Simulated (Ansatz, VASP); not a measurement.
## One calculation of GeN, two programs

```
CELL_PARAMETERS angstrom
0.00000 2.24713 2.24713
2.24713 0.00000 2.24713
2.24713 2.24713 0.00000
ATOMIC_POSITIONS crystal
Ge 0.50000 0.50000 0.50000
N 0.00000 0.00000 0.00000
```

Alike in both runs: functional PBE; k mesh 7 × 7 × 7; occupations gaussian, width 0.2 eV; no spin polarisation.

Ansatz relaxed the structure, and its values are those at the end. VASP's run is a single point on that final structure, the one shown.

```csv
,VASP,Ansatz
version,VASP 6.6.1,Ansatz 0.2.0
potentials or method,"VASP PAW PBE potentials, release 64 (Ge_d, N), cutoff 600 eV","scalar-relativistic, plane waves, PAW"
valence electrons in the cell,19,19
```

VASP gave:

| Property | Result |
| --- | --- |
| gap on the k mesh at the Fermi level (eV) | none |
| pressure (GPa) | -0.5 |

Q: Estimate Ansatz's values.

A: gap on the k mesh at the Fermi level (eV): none; pressure (GPa): -0.3.

A gap of «none» marks a metal or a gap that the smearing closes.
